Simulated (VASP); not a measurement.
# Hf4Cl (Im-3m) in VASP: a series of runs

Runs on Hf4Cl. Level: PBE. Tasks: single point, relaxation of cell and atoms.

All numbers are computed with VASP 6.6.1; they aren't measurements. Logs are shortened: lines on timing, memory, paths and dates and some standing lists are left out, and cuts for length are marked.

## 1. The cell of the first run

It takes space group Im-3m (No. 229, cubic). Conventional cell: a = 5.901 Å, b = 5.901 Å, c = 5.901 Å, α = 90.00°, β = 90.00°, γ = 90.00°. Hf (site symmetry -3m) has 2 Cl at 2.56 Å and 6 Hf at 2.95 Å within 3.4 Å. Within 3.4 Å of Cl (site symmetry m-3m) lie 8 Hf at 2.56 Å.

## 2. Single point, PBE

INCAR reads:

```
PREC = Accurate
ENCUT = 520
EDIFF = 1E-6
ISMEAR = 0
SIGMA = 0.1
LREAL = F
LASPH = T
NELM = 100
ALGO = Normal
ISIF = 2
LWAVE = F
LCHARG = F
GGA = PE
NBANDS = 32
```

KPOINTS reads:

```
Automatic mesh
0
Gamma
  4 4 4
```

POSCAR reads:

```
Hf4Cl
1.0
   -2.9503595500      2.9503595500      2.9503595500
    2.9503595500     -2.9503595500      2.9503595500
    2.9503595500      2.9503595500     -2.9503595500
Hf Cl
4 1
Direct
    0.0000000000      0.0000000000      0.5000000000
    0.5000000000      0.0000000000      0.0000000000
    0.5000000000      0.5000000000      0.5000000000
    0.0000000000      0.5000000000      0.0000000000
    0.0000000000      0.0000000000      0.0000000000
```

Potentials or basis: VASP PAW PBE potentials, release 64 (Hf_pv, Cl).

Started as:

```console
> cat potpaw_PBE.64/Hf_pv/POTCAR potpaw_PBE.64/Cl/POTCAR > POTCAR
> mpirun -np 1 vasp_std > vasp.out
```

OUTCAR:

```text
PREC = Accurate
   ENCUT = 520
   EDIFF = 1E-6
   ISMEAR = 0
   LREAL = F
   LASPH = T
   NELM = 100
   ISIF = 2
   GGA = PE

 ion  position               nearest neighbor table
   1  0.000  0.000  0.500-   5 2.56   5 2.56   4 2.95   2 2.95   3 2.95   4 2.95   2 2.95   3 2.95

   2  0.500  0.000  0.000-   5 2.56   5 2.56   4 2.95   1 2.95   3 2.95   3 2.95   1 2.95   4 2.95

   3  0.500  0.500  0.500-   5 2.56   5 2.56   4 2.95   1 2.95   2 2.95   4 2.95   1 2.95   2 2.95

   4  0.000  0.500  0.000-   5 2.56   5 2.56   3 2.95   1 2.95   2 2.95   1 2.95   3 2.95   2 2.95

   5  0.000  0.000  0.000-   1 2.56   2 2.56   3 2.56   4 2.56   1 2.56   4 2.56   2 2.56   3 2.56

  LATTYP: Found a body centered cubic cell.
 ALAT       =     5.9007191000

  Lattice vectors:

 A1 = (  -2.9503595500,   2.9503595500,   2.9503595500)
 A2 = (   2.9503595500,  -2.9503595500,   2.9503595500)
 A3 = (   2.9503595500,   2.9503595500,  -2.9503595500)

Analysis of symmetry for initial positions (statically):
=====================================================================
 Subroutine PRICEL returns:
 Original cell was already a primitive cell.

 Routine SETGRP: Setting up the symmetry group for a
 body centered cubic supercell.

 Subroutine GETGRP returns: Found 48 space group operations
 (whereof 48 operations were pure point group operations)
 out of a pool of 48 trial point group operations.

The static configuration has the point symmetry O_h .

Analysis of symmetry for dynamics (positions and initial velocities):
=====================================================================
 Subroutine PRICEL returns:
 Original cell was already a primitive cell.

 Routine SETGRP: Setting up the symmetry group for a
 body centered cubic supercell.

 Subroutine GETGRP returns: Found 48 space group operations
 (whereof 48 operations were pure point group operations)
 out of a pool of 48 trial point group operations.

The dynamic configuration has the point symmetry O_h .

 Subroutine INISYM returns: Found 48 space group operations
 (whereof 48 operations are pure point group operations),
 and found     1 'primitive' translations

----------------------------------------------------------------------------------------

                                     Primitive cell

  volume of cell :     102.7271

  direct lattice vectors                    reciprocal lattice vectors
    -2.950359550  2.950359550  2.950359550     0.000000000  0.169470870  0.169470870
     2.950359550 -2.950359550  2.950359550     0.169470870  0.000000000  0.169470870
     2.950359550  2.950359550 -2.950359550     0.169470870  0.169470870  0.000000000

  length of vectors
     5.110172641  5.110172641  5.110172641     0.239668003  0.239668003  0.239668003

  position of ions in fractional coordinates (direct lattice)
     0.000000000  0.000000000  0.500000000
     0.500000000  0.000000000  0.000000000
     0.500000000  0.500000000  0.500000000
     0.000000000  0.500000000  0.000000000
     0.000000000  0.000000000  0.000000000

  ion indices of the primitive-cell ions
   primitive index   ion index
                 1           1
                 2           2
                 3           3
                 4           4
                 5           5

----------------------------------------------------------------------------------------

 KPOINTS: Automatic mesh

Automatic generation of k-mesh.
 Grid dimensions read from file:
 generate k-points for:    4    4    4

 Generating k-lattice:

  Cartesian coordinates                     Fractional coordinates (reciprocal lattice)
     0.000000000  0.042367718  0.042367718     0.250000000  0.000000000  0.000000000
     0.042367718  0.000000000  0.042367718     0.000000000  0.250000000  0.000000000
     0.042367718  0.042367718  0.000000000     0.000000000  0.000000000  0.250000000

  Length of vectors
     0.059917001  0.059917001  0.059917001

  Shift w.r.t. Gamma in fractional coordinates (k-lattice)
     0.000000000  0.000000000  0.000000000

 Subroutine IBZKPT returns following result:
 ===========================================

 Found      8 irreducible k-points:

 Following reciprocal coordinates:
            Coordinates               Weight
  0.000000  0.000000  0.000000      1.000000
  0.250000  0.000000  0.000000     12.000000
  0.500000  0.000000  0.000000      6.000000
  0.250000  0.250000  0.000000     24.000000
  0.250000  0.250000  0.250000      2.000000
 -0.250000  0.250000  0.250000      6.000000
  0.500000  0.500000  0.250000     12.000000
  0.500000  0.500000  0.500000      1.000000
   k-points           NKPTS =      8   k-points in BZ     NKDIM =      8   number of bands    NBANDS=     32
   number of dos      NEDOS =    301   number of ions     NIONS =      5
   total plane-waves  NPLWV =  64000
   dimension x,y,z NGX =    40 NGY =   40 NGZ =   40
   dimension x,y,z NGXF=    80 NGYF=   80 NGZF=   80
   ions per type =               4   1
   NGX,Y,Z   is equivalent  to a cutoff of  13.01, 13.01, 13.01 a.u.
   NGXF,Y,Z  is equivalent  to a cutoff of  26.03, 26.03, 26.03 a.u.
 SYSTEM =  unknown system
   PREC   = accura    normal or accurate (medium, high low for compatibility)
   ISTART =      0    job   : 0-new  1-cont  2-samecut
   ICHARG =      2    charge: 1-file 2-atom 10-const
   ISPIN  =      1    spin polarized calculation?
   LNONCOLLINEAR =      F non collinear calculations
   LSORBIT =      F    spin-orbit coupling
   LASPH  =      T    aspherical Exc in radial PAW
   ENCUT  =  520.0 eV  38.22 Ry    6.18 a.u.   9.50  9.50  9.50*2*pi/ulx,y,z
   NELM   =    100;   NELMIN=  2; NELMDL= -5     # of ELM steps
   EDIFF  = 0.1E-05   stopping-criterion for ELM
   LREAL  =      F    real-space projection
   EDIFFG = 0.1E-04   stopping-criterion for IOM
   NSW    =      0    number of steps for IOM
   IBRION =     -1    ionic relax: 0-MD 1-quasi-New 2-CG
   NFREE  =      0    steps in history (QN), initial steepest desc. (CG)
   ISIF   =      2    stress and relaxation
   ISYM   =      2    0-nonsym 1-usesym 2-fastsym
   POTIM  = 0.5000    time-step for ionic-motion
   TEBEG  =    0.0;   TEEND  =   0.0 temperature during run
   PSTRESS=    0.0 pullay stress
   NELECT =      47.0000    total number of electrons
   NUPDOWN=      -1.0000    fix difference up-down
   EMIN   =  10.00;   EMAX   =-10.00  energy-range for DOS
   EFERMI =   0.00;   METHOD = LEGACY
   ISMEAR =     0;   SIGMA  =   0.10  broadening in eV -4-tet -1-fermi 0-gaus
   EFERMI_NEDOS =   21; number of points for ismear=-14 and -15
   IALGO  =     38    algorithm
   IMIX   =      4    mixing-type and parameters
     AMIX     =   0.40;   BMIX     =  1.00
     AMIX_MAG =   1.60;   BMIX_MAG =  1.00
  volume/ion in A,a.u.               =      20.55       138.65
  Fermi-wavevector in a.u.,A,eV,Ry     =   1.261477  2.383845 21.651264  1.591323
  Thomas-Fermi vector in A             =   2.394934
   LORBIT       =      0    0 simple, 1 ext, 2 COOP (PROOUT), +10 PAW based schemes
   GGA     = PE    functional components
   LHFCALC =     F    Hartree Fock is set to
   AEXX    =    0.0000 exact exchange contribution
   IVDW    =     0    specifies the selected vdW correction
   LEPSILON=     F    determine dielectric tensor
   LRPA    =     F    only Hartree local field effects (RPA)
 non-spin polarized calculation
 Gauss-broadening in eV      SIGMA  =   0.10
  energy-cutoff  :      520.00
  volume of cell :      102.73
 maximum number of plane-waves:      2779
 NGX is ok and might be reduce to    40
   NGX = 19   NGY = 19   NGZ = 19

 number of electron      47.0000001 magnetization

 Free energy of the ion-electron system (eV)
  ---------------------------------------------------
  ext. energy  EPLUGINS =         0.00000000
  ---------------------------------------------------
  free energy    TOTEN  =       -38.36472562 eV

  energy without entropy =      -38.35809070  energy(sigma->0) =      -38.36140816

 E-fermi :   5.8252     XC(G=0): -11.2401

 val. band max:        5.7567695293   @ k =   0.5000   0.5000   0.2500
 cond. band min:       6.0954176987   @ k =  -0.2500   0.2500   0.2500
 fundamental gap:      0.3386481694
 Fermi energy:         5.8251560791

 k-point     1 :       0.0000    0.0000    0.0000
  band No.  band energies     occupation
      1     -25.5171      2.00000
      2     -25.5171      2.00000
      3     -25.5171      2.00000
      4     -25.1411      2.00000
      5     -25.1411      2.00000
      6     -25.1411      2.00000
[... 24 lines left out ...]
     31       9.1396      0.00000
     32       9.8006      0.00000

 k-point     2 :       0.2500    0.0000    0.0000
  band No.  band energies     occupation
      1     -25.5127      2.00000
      2     -25.4808      2.00000
      3     -25.3818      2.00000
      4     -25.0938      2.00000
      5     -25.0852      2.00000
      6     -25.0160      2.00000
[... 24 lines left out ...]
     31       8.8524      0.00000
     32       9.1591      0.00000

 k-point     3 :       0.5000    0.0000    0.0000
  band No.  band energies     occupation
      1     -25.5096      2.00000
      2     -25.4484      2.00000
      3     -25.0793      2.00000
      4     -25.0419      2.00000
      5     -24.9837      2.00000
      6     -24.9533      2.00000
[... 24 lines left out ...]
     31       7.7217      0.00000
     32       7.8408      0.00000

 k-point     4 :       0.2500    0.2500    0.0000
  band No.  band energies     occupation
      1     -25.5403      2.00000
      2     -25.2986      2.00000
      3     -25.2746      2.00000
      4     -25.0710      2.00000
      5     -24.9740      2.00000
      6     -24.8844      2.00000
[... 24 lines left out ...]
     31       8.5336      0.00000
     32       8.5734      0.00000

 k-point     5 :       0.2500    0.2500    0.2500
  band No.  band energies     occupation
      1     -25.3035      2.00000
      2     -25.1888      2.00000
      3     -25.1888      2.00000
      4     -25.1888      2.00000
      5     -24.7765      2.00000
      6     -24.7765      2.00000
[... 24 lines left out ...]
     31       7.9298      0.00000
     32       8.4032      0.00000

 k-point     6 :      -0.2500    0.2500    0.2500
  band No.  band energies     occupation
      1     -25.6778      2.00000
      2     -25.3451      2.00000
      3     -25.3451      2.00000
      4     -25.1990      2.00000
      5     -24.9277      2.00000
      6     -24.9062      2.00000
[... 24 lines left out ...]
     31       8.6623      0.00000
     32       9.1300      0.00000

 k-point     7 :       0.5000    0.5000    0.2500
  band No.  band energies     occupation
      1     -25.7506      2.00000
      2     -25.2983      2.00000
      3     -25.1862      2.00000
      4     -25.1781      2.00000
      5     -25.1615      2.00000
      6     -25.1250      2.00000
[... 24 lines left out ...]
     31       8.8590      0.00000
     32       9.0874      0.00000

 k-point     8 :       0.5000    0.5000    0.5000
  band No.  band energies     occupation
      1     -25.8857      2.00000
      2     -25.2562      2.00000
      3     -25.2562      2.00000
      4     -25.2438      2.00000
      5     -25.2438      2.00000
      6     -25.2438      2.00000
[... 24 lines left out ...]
     31       9.0224      0.00000
     32      11.1606      0.00000

------------------------ aborting loop because EDIFF is reached ----------------------------------------

  FORCE on cell =-STRESS in cart. coord.  units (eV):
  Direction    XX          YY          ZZ          XY          YZ          ZX
  --------------------------------------------------------------------------------------
  -------------------------------------------------------------------------------------
  Total        5.4548196      5.4548196      5.4548196      0.0000000      0.0000000     -0.0000000
  in kB       85.0758213     85.0758213     85.0758213      0.0000000      0.0000000     -0.0000000
  external PRESSURE =      85.0758213 kB  Pullay stress =       0.0000000 kB

 VOLUME and BASIS-vectors are now :
 -----------------------------------------------------------------------------
  energy-cutoff  :      520.00
  volume of cell :      102.73
      direct lattice vectors                 reciprocal lattice vectors
    -2.950359550  2.950359550  2.950359550     0.000000000  0.169470870  0.169470870
     2.950359550 -2.950359550  2.950359550     0.169470870  0.000000000  0.169470870
     2.950359550  2.950359550 -2.950359550     0.169470870  0.169470870  0.000000000

 POSITION                                       TOTAL-FORCE (eV/Angst)
 -----------------------------------------------------------------------------------
      1.47518      1.47518     -1.47518        -0.000000      0.000000      0.000000
     -1.47518      1.47518      1.47518         0.000000     -0.000000     -0.000000
      1.47518      1.47518      1.47518         0.000000     -0.000000      0.000000
      1.47518     -1.47518      1.47518        -0.000000     -0.000000     -0.000000
      0.00000      0.00000      0.00000        -0.000000      0.000000     -0.000000
 -----------------------------------------------------------------------------------
    total drift:                                0.000000     -0.000000      0.000000

  FREE ENERGIE OF THE ION-ELECTRON SYSTEM (eV)
  ---------------------------------------------------
  free  energy   TOTEN  =       -38.3647256172 eV

  energy  without entropy=      -38.3580907045  energy(sigma->0) =      -38.36140816
```

Run time: 75 s. Hardware: 1 thread of AMD EPYC 7R13, shared host; peak memory 0.21 GiB.

Results:

```
Free energy : -38.3647 eV
Pressure    : 8.5 GPa
```

Caveat: the k points lie up to 0.38 Å⁻¹ apart; spin-orbit coupling is left out, which moves the levels of the heavy elements; an odd number of electrons without spin polarisation forces a metal; a magnetic or distorted state may lie lower.

## 3. Single point, PBE

This run uses another cell than the first one, of 22.32 Å³/atom, 1.086 times its volume.

INCAR, as its differences from that of step 2:

```diff
@@ -11,4 +11,6 @@
 LWAVE = F
-LCHARG = F
+LCHARG = T
 GGA = PE
+LELF = T
+LVHAR = T
 NBANDS = 32
```

KPOINTS is that of step 2.

POSCAR, as its differences from that of step 2:

```diff
@@ -2,5 +2,5 @@
 1.0
-   -2.9503595500      2.9503595500      2.9503595500
-    2.9503595500     -2.9503595500      2.9503595500
-    2.9503595500      2.9503595500     -2.9503595500
+   -3.0330178722      3.0330178722      3.0330178722
+    3.0330178722     -3.0330178722      3.0330178722
+    3.0330178722      3.0330178722     -3.0330178722
 Hf Cl
```

Potentials or basis: VASP PAW PBE potentials, release 64 (Hf_pv, Cl).

Started as:

```console
> cat potpaw_PBE.64/Hf_pv/POTCAR potpaw_PBE.64/Cl/POTCAR > POTCAR
> mpirun -np 1 vasp_std > vasp.out
```

It took 76 s on 1 thread of AMD EPYC 7R13, shared host; peak memory 0.21 GiB.

It converged, with:

```yaml
Free_energy: -38.5786 eV
Pressure: -0.2 GPa
```

Levels at points of the mesh, in eV from the Fermi level:
```
           k point  band 21  band 22  band 23  band 24  band 25  band 26
(0.00, 0.00, 0.00)    -1.97    -1.97    -1.85    -1.85     1.22     1.72
(0.50, 0.00, 0.00)    -0.85    -0.78    -0.74     0.37     0.72     0.86
(0.50, 0.50, 0.50)    -1.06    -1.06    -0.89    -0.89     0.42     0.42
```

Caveat: the k points lie up to 0.37 Å⁻¹ apart; spin-orbit coupling is left out, which moves the levels of the heavy elements; an odd number of electrons without spin polarisation forces a metal; a magnetic or distorted state may lie lower.

## 4. Relaxation of cell and atoms, PBE

INCAR reads:

```
ALGO     = Normal         # electronic algorithm
EDIFF    = 1E-7           # SCF threshold, eV
EDIFFG   = -0.04          # ionic threshold
ENCUT    = 600            # plane-wave cutoff, eV
GGA      = PE             # functional
IBRION   = 2              # ionic algorithm
ISIF     = 3              # what is computed and relaxed
ISMEAR   = 0              # smearing method
LASPH    = T              # aspherical terms in the spheres
LCHARG   = F              # write CHGCAR
LREAL    = F              # projectors in reciprocal space
LWAVE    = F              # write WAVECAR
NELM     = 60             # most SCF steps
NSW      = 90             # ionic steps
PREC     = Accurate       # precision mode
SIGMA    = 0.1            # smearing width, eV
```

KPOINTS reads:

```
k-points
0
Gamma
  4 4 4
```

POSCAR, as its differences from that of step 3:

```diff
@@ -2,5 +2,5 @@
 1.0
-   -3.0330178722      3.0330178722      3.0330178722
-    3.0330178722     -3.0330178722      3.0330178722
-    3.0330178722      3.0330178722     -3.0330178722
+   -2.9503595500      2.9503595500      2.9503595500
+    2.9503595500     -2.9503595500      2.9503595500
+    2.9503595500      2.9503595500     -2.9503595500
 Hf Cl
```

Started as:

```console
> cat potpaw_PBE.64/Hf_pv/POTCAR potpaw_PBE.64/Cl/POTCAR > POTCAR
> mpirun -np 1 vasp_std > vasp.out
```

It took 3.9 min on 1 thread of AMD EPYC 7R13, shared host; peak memory 0.24 GiB.

The run converged. Its results:

```
Free energy                            : -38.5786 eV
Relaxed volume                         : 22.27 Å³/atom
Relaxed cell                           : a = 5.250 Å, b = 5.250 Å, c = 5.250 Å, α = 109.47°, β = 109.47°, γ = 109.47°
Space group after relaxing (to 0.05 Å) : Im-3m (No. 229)
Energy gained by relaxing              : 42.5 meV/atom
Ionic steps                            : 3
Pressure after relaxing                : 0.0 GPa
```

The path:
| step | energy change (eV) | largest force (eV/Å) | pressure (GPa) | volume (Å³) |
| --- | --- | --- | --- | --- |
| 1 | 0.0000 | 0.0000 | 8.53 | 102.73 |
| 2 | -0.0579 | 0.0000 | -5.22 | 119.86 |
| 3 | -0.2127 | 0.0000 | -0.04 | 111.36 |

Final structure:
```xyz
5
Lattice="-3.0308 3.0308 3.0308 3.0308 -3.0308 3.0308 3.0308 3.0308 -3.0308" Properties=species:S:1:pos:R:3 pbc="T T T"
Hf    1.5154    1.5154   -1.5154
Hf   -1.5154    1.5154    1.5154
Hf    1.5154    1.5154    1.5154
Hf    1.5154   -1.5154    1.5154
Cl    0.0000    0.0000    0.0000
```

Levels at points of the mesh, in eV from the Fermi level:
| k point | band 19 | band 20 | band 21 | band 22 | band 23 | band 24 | band 25 | band 26 | band 27 | band 28 |
| --- | --- | --- | --- | --- | --- | --- | --- | --- | --- | --- |
| (0.00, 0.00, 0.00) | -3.29 | -1.97 | -1.97 | -1.97 | -1.85 | -1.85 | 1.23 | 1.72 | 1.72 | 1.72 |
| (0.50, 0.00, 0.00) | -1.98 | -1.18 | -0.85 | -0.78 | -0.74 | 0.37 | 0.72 | 0.86 | 0.96 | 1.19 |
| (0.50, 0.50, 0.50) | -2.43 | -1.06 | -1.06 | -1.06 | -0.89 | -0.89 | 0.42 | 0.42 | 0.42 | 2.39 |

Caveat: the k points lie up to 0.37 Å⁻¹ apart in the final cell; spin-orbit coupling is left out, which moves the levels of the heavy elements; an odd number of electrons without spin polarisation forces a metal; a magnetic or distorted state may lie lower.

## 5. Summary

| task | cell | cutoff (eV) | gap on the mesh (eV) | pressure (GPa) |
| --- | --- | --- | --- | --- |
| single point | a = 5.110 Å, angles 109.5°, 5 atoms | 520 | none | 8.5 |
| single point | a = 5.253 Å, angles 109.5°, 5 atoms | 520 | none | -0.2 |
| relaxation of cell and atoms | relaxed from a = 5.110 Å, angles 109.5°, 5 atoms | 600 | none | 0.0 |

Alike in all rows: level PBE; potentials or basis VASP PAW PBE potentials, release 64 (Hf_pv, Cl); no spin polarisation; k mesh 4 × 4 × 4; smearing gaussian 0.1 eV.

Caveats: all runs use coarse meshes; spin-orbit coupling is left out, which moves the levels of the heavy elements; an odd number of electrons without spin polarisation forces a metal; a magnetic or distorted state may lie lower.

Total energies depend on the potentials used, so only differences within one code and one set of settings carry meaning.
